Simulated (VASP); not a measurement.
EuMn2As2, 5 atoms in the cell. Symmetry: P-3m1, No. 164, trigonal system. The conventional cell has a = 4.287 Å, b = 4.287 Å, c = 7.225 Å, α = 90.00°, β = 90.00°, γ = 120.00°. As (site symmetry 3m) has 4 Mn at 2.60 to 2.62 Å and 3 Eu at 3.11 Å within 3.4 Å. Within 4.1 Å of Eu (site symmetry -3m) lie 6 As at 3.11 Å and 6 Mn at 3.70 Å. Mn (site symmetry 3m) has 4 As at 2.60 to 2.62 Å and 3 Mn at 3.02 Å within 3.4 Å. 

| Quantity | Value |
| --- | --- |
| Program | VASP 6.6.1 |
| Task | single point |
| Functional | PBEsol |
| Potentials or basis | VASP PAW PBE potentials, release 64 (As, Eu, Mn_pv) |
| Cutoff | 520 eV |
| k mesh | 6 × 6 × 3 |
| Occupations | fermi-dirac, width 0.1 eV |
| Spin | collinear spin, ferromagnetic start |
| Starting moments | [0.0, 0.0, 7.0, 4.5, 4.5] μB |
| Dipole correction | no |
| Further INCAR settings | ALGO = Normal; EDIFF = 1e-06; NBANDS = 38 |

Potentials or basis: VASP PAW PBE potentials, release 64 (As, Eu, Mn_pv).

Command:

```sh
$ cat potpaw_PBE.64/As/POTCAR potpaw_PBE.64/Eu/POTCAR potpaw_PBE.64/Mn_pv/POTCAR > POTCAR
$ mpirun -np 1 vasp_std > vasp.out
```

Hardware: 1 thread of Oxide Virtual Turin-like Processor, with other jobs on the host.

Question: How long does it take, and how much memory?

Answer: Wall time 18 min on 1 thread of Oxide Virtual Turin-like Processor, with other jobs on the host, peak memory 0.33 GiB. Counts: scf iterations 47, k points 17.
